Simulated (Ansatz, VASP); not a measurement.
## One calculation of InAs, two programs

```
In As
1.0
     0.00000    2.99223    2.99223
     2.99223    0.00000    2.99223
     2.99223    2.99223    0.00000
In As
1 1
Direct
  0.00000 0.00000 0.00000
  0.25000 0.25000 0.25000
```

Alike in both runs: task single point; functional r2SCAN; k mesh 6 × 6 × 6; occupations fermi-dirac, width 0.02 eV; no spin polarisation.

|  | VASP | Ansatz |
| --- | --- | --- |
| version | VASP 6.6.1 | Ansatz 0.2.0 |
| potentials or method | VASP PAW PBE potentials, release 64 (In_d, As) | plane waves, PAW |
| plane-wave cutoff (eV) | 520 | 500 |
| valence electrons in the cell | 18 | 28 |

|  | VASP | Ansatz | Ansatz less VASP |
| --- | --- | --- | --- |
| pressure (GPa) | 4.1 | 4.1 | -0.01 |

VASP's potentials were made for PBE, not for r2SCAN. The functional is the same, so the differences come from potentials, cutoffs and numerics. VASP's potentials hold 18 valence electrons a cell and Ansatz's 28, so a difference there can come from the potentials and not from the codes.
